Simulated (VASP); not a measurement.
Wanted: the native input for a VASP 6.6.1 run.

```yaml
Task: single point
Functional: PBE
Potentials_or_basis: VASP PAW PBE potentials, release 64 (Mo_sv)
Cutoff: 520 eV
k_mesh: 22 × 22 × 22
Occupations: gaussian, width 0.15 eV
Spin: no spin polarisation
Dipole_correction: no
Further_INCAR_settings: ALGO = Normal; EDIFF = 1e-06; NBANDS = 13
```

The structure of Mo lies in POSCAR:

```
Mo
1.0
   -1.6603874839      1.6603874839      1.6603874839
    1.6603874839     -1.6603874839      1.6603874839
    1.6603874839      1.6603874839     -1.6603874839
Mo
1
Direct
    0.0000000000      0.0000000000      0.0000000000
```

The input as run:

INCAR

```
SYSTEM = Mo
PREC = Accurate ; ENCUT = 520
EDIFF = 1E-6 ; ISMEAR = 0
SIGMA = 0.15 ; LREAL = .FALSE.
LASPH = .TRUE. ; NELM = 60
ALGO = Normal ; ISIF = 2
LWAVE = .FALSE. ; LCHARG = .FALSE.
GGA = PE ; NBANDS = 13
```

KPOINTS

```
Automatic mesh
0
G
  22 22 22
  0 0 0
```

Potentials or basis: VASP PAW PBE potentials, release 64 (Mo_sv).

Command:

```sh
$ cat potpaw_PBE.64/Mo_sv/POTCAR > POTCAR
$ mpirun -np 1 vasp_std > vasp.out
```

Results of the run:

```json
{
  "Pressure": "-27.6 GPa",
  "Band gap on the k mesh": "zero (band 7 reaches 13.36 eV, above the bottom of band 8 at 9.11 eV)"
}
```

It took 34 s on 1 thread of Intel(R) Xeon(R) Platinum 8259CL CPU @ 2.50GHz (Skylake/Cascade Lake), on a shared host, peak memory 0.2 GiB.
